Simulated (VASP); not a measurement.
# Si2C3 in VASP: a series of runs

The runs below take Si2C3 through single point, with PBE.

Everything below comes from runs of VASP 6.6.1. Logs are shortened: lines on timing, memory, paths and dates and some standing lists are left out, and cuts for length are marked.

### 1 The cell of the first run

The typed cell holds 5 atoms: a = 6.220 Å, b = 6.220 Å, c = 6.221 Å, α = 153.14°, β = 153.14°, γ = 26.87°.

### 2 Single point, PBE

Input file INCAR:

```
SYSTEM = Si2C3
  PREC = Accurate
  ENCUT = 520
  EDIFF = 1E-6
  ISMEAR = 0
  SIGMA = 0.1
  LREAL = .False.
  LASPH = .True.
  NELM = 100
  ALGO = Normal
  ISIF = 2
  LWAVE = .False.
  LCHARG = .False.
  GGA = PE
  NBANDS = 18
```

Input file KPOINTS:

```
regular mesh
0
Gamma
  6 6 6
  0 0 0
```

Input file POSCAR:

```
Si2C3
1.0
    6.0450420573     -1.4449855609      0.2441775065
    6.0450420573      1.4449855609      0.2441775065
   -5.8008645508      0.0000000000      2.2466689696
Si C
2 3
Direct
    0.2667999365      0.2667999365      0.7332253519
    0.7332000635      0.7332000635      0.2667746481
    0.0000000000      0.0000000000      0.0000000000
    0.5375057922      0.5375057922      0.4624679336
    0.4624942078      0.4624942078      0.5375320664
```

Potentials or basis: VASP PAW PBE potentials, release 64 (Si, C).

Started as:

```bash
$ cat potpaw_PBE.64/Si/POTCAR potpaw_PBE.64/C/POTCAR > POTCAR
$ mpirun -np 1 vasp_std > vasp.out
```

OUTCAR:

```text
SYSTEM = Si2C3
   PREC = Accurate
   ENCUT = 520
   EDIFF = 1E-6
   ISMEAR = 0
   LREAL = .False.
   LASPH = .True.
   NELM = 100
   ISIF = 2
   GGA = PE

 ion  position               nearest neighbor table
   1  0.267  0.267  0.733-   4 2.01   4 2.01   4 2.01   3 2.05   3 2.05   3 2.05   2 2.92   2 2.92
                             2 2.92
   2  0.733  0.733  0.267-   5 2.01   5 2.01   5 2.01   3 2.05   3 2.05   3 2.05   1 2.92   1 2.92
                             1 2.92
   3  0.000  0.000  0.000-   2 2.05   2 2.05   1 2.05   1 2.05   1 2.05   2 2.05
   4  0.538  0.538  0.462-   5 1.35   1 2.01   1 2.01   1 2.01
   5  0.462  0.462  0.538-   4 1.35   2 2.01   2 2.01   2 2.01

  Warning from LATTYP: Got some problem with cell dimensions!
  Tried to take original basis but could not verify dimensions!
  LATTYP: Found a base centered monoclinic cell.
 ALAT       =     5.0055724237
 B/A-ratio  =     0.5773507757
 C/A-ratio  =     1.2427620741
 COS(beta)  =    -0.2684578896

  Lattice vectors:

 A1 = (  -0.2441775065,   1.4449855609,  -2.4908464761)
 A2 = (  -0.2441775065,  -1.4449855609,  -2.4908464761)
 A3 = (  -5.8008645508,   0.0000000000,   2.2466689696)

Analysis of symmetry for initial positions (statically):
=====================================================================
 Subroutine PRICEL returns:
 Original cell was already a primitive cell.

 Routine SETGRP: Setting up the symmetry group for a
 base centered monoclinic supercell.

 Subroutine GETGRP returns: Found  4 space group operations
 (whereof  4 operations were pure point group operations)
 out of a pool of  4 trial point group operations.

The static configuration has the point symmetry C_2h.

Analysis of symmetry for dynamics (positions and initial velocities):
=====================================================================
 Subroutine PRICEL returns:
 Original cell was already a primitive cell.

 Routine SETGRP: Setting up the symmetry group for a
 base centered monoclinic supercell.

 Subroutine GETGRP returns: Found  4 space group operations
 (whereof  4 operations were pure point group operations)
 out of a pool of  4 trial point group operations.

The dynamic configuration has the point symmetry C_2h.

 Subroutine INISYM returns: Found  4 space group operations
 (whereof  4 operations are pure point group operations),
[... 90 lines left out ...]
   NGX,Y,Z   is equivalent  to a cutoff of  12.83, 12.83, 12.83 a.u.
   NGXF,Y,Z  is equivalent  to a cutoff of  25.66, 25.66, 25.66 a.u.
 SYSTEM =  Si2C3
   PREC   = accura    normal or accurate (medium, high low for compatibility)
   ISTART =      0    job   : 0-new  1-cont  2-samecut
   ICHARG =      2    charge: 1-file 2-atom 10-const
   ISPIN  =      1    spin polarized calculation?
   LNONCOLLINEAR =      F non collinear calculations
   LSORBIT =      F    spin-orbit coupling
   LASPH  =      T    aspherical Exc in radial PAW
   ENCUT  =  520.0 eV  38.22 Ry    6.18 a.u.  11.57 11.57 11.57*2*pi/ulx,y,z
   NELM   =    100;   NELMIN=  2; NELMDL= -5     # of ELM steps
   EDIFF  = 0.1E-05   stopping-criterion for ELM
   LREAL  =      F    real-space projection
[... 7 lines left out ...]
   TEBEG  =    0.0;   TEEND  =   0.0 temperature during run
   PSTRESS=    0.0 pullay stress
   NELECT =      20.0000    total number of electrons
   NUPDOWN=      -1.0000    fix difference up-down
   EMIN   =  10.00;   EMAX   =-10.00  energy-range for DOS
   EFERMI =   0.00;   METHOD = LEGACY
   ISMEAR =     0;   SIGMA  =   0.10  broadening in eV -4-tet -1-fermi 0-gaus
   EFERMI_NEDOS =   21; number of points for ismear=-14 and -15
   IALGO  =     38    algorithm
   IMIX   =      4    mixing-type and parameters
     AMIX     =   0.40;   BMIX     =  1.00
     AMIX_MAG =   1.60;   BMIX_MAG =  1.00
  volume/ion in A,a.u.               =       8.67        58.50
  Fermi-wavevector in a.u.,A,eV,Ry     =   1.265064  2.390625 21.774596  1.600388
  Thomas-Fermi vector in A             =   2.398337
   LORBIT       =      0    0 simple, 1 ext, 2 COOP (PROOUT), +10 PAW based schemes
   GGA     = PE    functional components
   LHFCALC =     F    Hartree Fock is set to
   AEXX    =    0.0000 exact exchange contribution
   IVDW    =     0    specifies the selected vdW correction
   LEPSILON=     F    determine dielectric tensor
   LRPA    =     F    only Hartree local field effects (RPA)
 non-spin polarized calculation
 Gauss-broadening in eV      SIGMA  =   0.10
  energy-cutoff  :      520.00
  volume of cell :       43.34
 maximum number of plane-waves:      1195
 NGX is ok and might be reduce to    48
   NGX = 23   NGY = 23   NGZ = 23

 number of electron      20.0000001 magnetization

 Free energy of the ion-electron system (eV)
  ---------------------------------------------------
  ext. energy  EPLUGINS =         0.00000000
  ---------------------------------------------------
  free energy    TOTEN  =       -35.56131966 eV

  energy without entropy =      -35.55592882  energy(sigma->0) =      -35.55862424

 E-fermi :   9.9621     XC(G=0): -12.1779

 val. band max:        9.9260679793   @ k =  -0.3333   0.1667   0.5000
 cond. band min:      10.2208266081   @ k =   0.1667   0.0000   0.5000
 fundamental gap:      0.2947586288
 Fermi energy:         9.9621431080

 k-point     1 :       0.0000    0.0000    0.0000
  band No.  band energies     occupation
      1      -7.6979      2.00000
      2      -4.7096      2.00000
      3      -3.7363      2.00000
      4       3.7984      2.00000
      5       6.0884      2.00000
      6       8.4868      2.00000
[... 481 lines left out ...]
      5       2.9650      2.00000
      6       5.0094      2.00000
[... 10 lines left out ...]
     17      19.2976      0.00000
     18      21.7803      0.00000

 [... further k-points ...]
[... 5 lines left out ...]
  --------------------------------------------------------------------------------------
  -------------------------------------------------------------------------------------
  Total        0.1061649      0.0287033      0.0274344      0.0000000      0.0000000      0.0019406
  in kB        3.9244129      1.0610261      1.0141208      0.0000000      0.0000000      0.0717355
  external PRESSURE =       1.9998533 kB  Pullay stress =       0.0000000 kB

 VOLUME and BASIS-vectors are now :
 -----------------------------------------------------------------------------
  energy-cutoff  :      520.00
  volume of cell :       43.34
      direct lattice vectors                 reciprocal lattice vectors
     6.045042057 -1.444985561  0.244177507     0.074900705 -0.346024219  0.193392462
     6.045042057  1.444985561  0.244177507     0.074900705  0.346024219  0.193392462
    -5.800864551  0.000000000  2.246668970    -0.016281052  0.000000000  0.403065976

 POSITION                                       TOTAL-FORCE (eV/Angst)
 -----------------------------------------------------------------------------------
     -1.02771      0.00000      1.77761        -0.001186      0.000000      0.000008
      7.31693      0.00000      0.95742         0.001186      0.000000     -0.000008
      0.00000      0.00000      0.00000        -0.000000      0.000000     -0.000000
      3.81578      0.00000      1.30151         0.053820      0.000000     -0.004650
      2.47344      0.00000      1.43352        -0.053820      0.000000      0.004650
 -----------------------------------------------------------------------------------
    total drift:                               -0.000000      0.000000     -0.000000

  FREE ENERGIE OF THE ION-ELECTRON SYSTEM (eV)
  ---------------------------------------------------
  free  energy   TOTEN  =       -35.5613196581 eV

  energy  without entropy=      -35.5559288211  energy(sigma->0) =      -35.55862424
```

It took 74 s on 1 thread of Intel Xeon 6975P-C (Granite Rapids), shared host; peak memory 0.3 GiB.

What came out:

- Free energy: -35.5613 eV
- Pressure: 0.2 GPa
- Largest force: 0.054 eV/Å
- Band gap on the k mesh: zero (bands 10 and 11 overlap by 3.46 eV)

Forces in eV/Å, atoms in the order of the input:
```
Si  -0.001  0.000  0.000
Si   0.001  0.000  0.000
C    0.000  0.000  0.000
C    0.054  0.000 -0.005
C   -0.054  0.000  0.005
```

Caveat: the k points lie up to 0.42 Å⁻¹ apart, too coarse for converged energies and pressures of a metal.

### 3 Single point, PBE

Input file INCAR:

```
PREC = Accurate ; ENCUT = 520
EDIFF = 1E-6 ; ISMEAR = 0
SIGMA = 0.1 ; LREAL = F
LASPH = T ; NELM = 100
ALGO = Normal ; ISIF = 2
LWAVE = F ; LCHARG = F
GGA = PE ; NBANDS = 18
```

Input file KPOINTS:

```
regular mesh
0
Gamma
  18 18 18
```

Input file POSCAR:

```
Si2C3
1.0
    1.4447116548      0.8341046628      5.9999176470
   -1.4447116548      0.8341046628      5.9999176470
    0.0000000000     -1.6682093256      5.9999176470
Si C
2 3
Direct
    0.2666791380      0.2666791380      0.2666791380
    0.7333208620      0.7333208620      0.7333208620
    0.0000000000      0.0000000000      0.0000000000
    0.5375036716      0.5375036716      0.5375036716
    0.4624963284      0.4624963284      0.4624963284
```

Potentials or basis: VASP PAW PBE potentials, release 64 (Si, C).

Started as:

```bash
$ cat potpaw_PBE.64/Si/POTCAR potpaw_PBE.64/C/POTCAR > POTCAR
$ mpirun -np 1 vasp_std > vasp.out
```

OUTCAR:

```text
PREC = Accurate
   ENCUT = 520
   EDIFF = 1E-6
   ISMEAR = 0
   LREAL = F
   LASPH = T
   NELM = 100
   ISIF = 2
   GGA = PE

 ion  position               nearest neighbor table
   1  0.267  0.267  0.267-   4 2.01   4 2.01   4 2.01   3 2.05   3 2.05   3 2.05   2 2.92   2 2.92
                             2 2.92
   2  0.733  0.733  0.733-   5 2.01   5 2.01   5 2.01   3 2.05   3 2.05   3 2.05   1 2.92   1 2.92
                             1 2.92
   3  0.000  0.000  0.000-   2 2.05   1 2.05   2 2.05   2 2.05   1 2.05   1 2.05
   4  0.538  0.538  0.538-   5 1.35   1 2.01   1 2.01   1 2.01
   5  0.462  0.462  0.462-   4 1.35   2 2.01   2 2.01   2 2.01

  LATTYP: Found a trigonal (rhomboedric) cell.
 ALAT       =     6.2275142814
 COS(alpha) =     0.8923626780

  Lattice vectors:

 A1 = (   1.4447116548,   0.8341046628,   5.9999176470)
 A2 = (  -1.4447116548,   0.8341046628,   5.9999176470)
 A3 = (   0.0000000000,  -1.6682093256,   5.9999176470)

Analysis of symmetry for initial positions (statically):
=====================================================================
 Subroutine PRICEL returns:
 Original cell was already a primitive cell.

[... 171 lines left out ...]
  free energy    TOTEN  =       -35.60777225 eV

  energy without entropy =      -35.60347458  energy(sigma->0) =      -35.60562342

 E-fermi :   9.8614     XC(G=0): -12.1749

 val. band max:        9.8568802785   @ k =   0.5000   0.3333   0.2778
 cond. band min:       9.8628690032   @ k =  -0.1667   0.3333   0.1667
 fundamental gap:      0.0059887247
 Fermi energy:         9.8614126560

 k-point     1 :       0.0000    0.0000    0.0000
  band No.  band energies     occupation
      1      -7.6999      2.00000
      2      -4.7164      2.00000
      3      -3.7509      2.00000
      4       3.7782      2.00000
      5       6.0506      2.00000
      6       8.4870      2.00000
[... 481 lines left out ...]
      5       4.3500      2.00000
      6       5.5074      2.00000
[... 10 lines left out ...]
     17      19.4865      0.00000
     18      20.2626      0.00000

 [... further k-points ...]
[... 5 lines left out ...]
  --------------------------------------------------------------------------------------
  -------------------------------------------------------------------------------------
  Total        0.0205597      0.0205597      0.0883461      0.0000000     -0.0000000      0.0000000
  in kB        0.7593264      0.7593264      3.2628690      0.0000000     -0.0000000      0.0000000
  external PRESSURE =       1.5938406 kB  Pullay stress =       0.0000000 kB

 VOLUME and BASIS-vectors are now :
 -----------------------------------------------------------------------------
  energy-cutoff  :      520.00
  volume of cell :       43.38
      direct lattice vectors                 reciprocal lattice vectors
     1.444711655  0.834104663  5.999917647     0.346089822  0.199815052  0.055556318
    -1.444711655  0.834104663  5.999917647    -0.346089822  0.199815052  0.055556318
     0.000000000 -1.668209326  5.999917647     0.000000000 -0.399630104  0.055556318

 POSITION                                       TOTAL-FORCE (eV/Angst)
 -----------------------------------------------------------------------------------
      0.00000      0.00000      4.80016         0.000000     -0.000000     -0.006343
      0.00000      0.00000     13.19959         0.000000     -0.000000      0.006343
      0.00000      0.00000      0.00000         0.000000     -0.000000      0.000000
      0.00000      0.00000      9.67493         0.000000      0.000000      0.056643
      0.00000      0.00000      8.32482         0.000000      0.000000     -0.056643
 -----------------------------------------------------------------------------------
    total drift:                                0.000000      0.000000     -0.000000

  FREE ENERGIE OF THE ION-ELECTRON SYSTEM (eV)
  ---------------------------------------------------
  free  energy   TOTEN  =       -35.6077722522 eV

  energy  without entropy=      -35.6034745787  energy(sigma->0) =      -35.60562342
```

Run time: 9.7 min. Hardware: 1 thread of Intel Xeon 6975P-C (Granite Rapids), shared host; peak memory 0.58 GiB.

What came out:

* Free energy: -35.6078 eV
* Pressure: 0.2 GPa
* Largest force: 0.057 eV/Å
* Band gap on the k mesh: zero (bands 10 and 11 overlap by 3.66 eV)

Forces on the atoms (eV/Å):
```
Si   0.000  0.000 -0.006
Si   0.000  0.000  0.006
C    0.000  0.000  0.000
C    0.000  0.000  0.057
C    0.000  0.000 -0.057
```

The gap in the log of VASP goes by the Fermi energy; the results here count the filled bands.